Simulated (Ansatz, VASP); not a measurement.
**ScTeI4: VASP beside Ansatz**

```xyz
6
Lattice="5.9281 -4.9261 0.0000 5.9281 4.9261 0.0000 0.0000 0.0000 4.5309" Properties=species:S:1:pos:R:3 pbc="T T T"
Sc    5.9281    0.0000    2.2654
Te    0.0000    0.0000    0.0000
I     5.9281   -1.9836    0.0000
I     5.9281    1.9836    0.0000
I     3.1789    0.0000    2.2654
I     8.6772    0.0000    2.2654
```

Change from the starting cell: species swapped into the LiMnF4 type (Cmmm, No. 65).

Alike in both runs: functional PBE; k mesh 4 × 4 × 4; occupations gaussian, width 0.1 eV; no spin polarisation.

Ansatz relaxed the structure, and its values are those at the end. VASP's run is a single point on that final structure, the one shown.

```csv
,VASP,Ansatz
version,VASP 6.6.1,Ansatz 0.2.0
potentials or method,"VASP PAW PBE potentials, release 64 (Sc_sv, Te, I), cutoff 520 eV","scalar-relativistic, plane waves, PAW"
valence electrons in the cell,45,95
```

```csv
,VASP,Ansatz,Ansatz less VASP
gap on the k mesh at the Fermi level (eV),none,none,-
pressure (GPa),0.0,0.0,-0.01
rms of the force components (eV/Å),0.009,0.003,-0.0064
```

A gap of «none» marks a metal or a gap that the smearing closes. VASP's potentials hold 45 valence electrons a cell and Ansatz's 95, so a difference there can come from the potentials and not from the codes.

Spin-orbit coupling is off throughout.
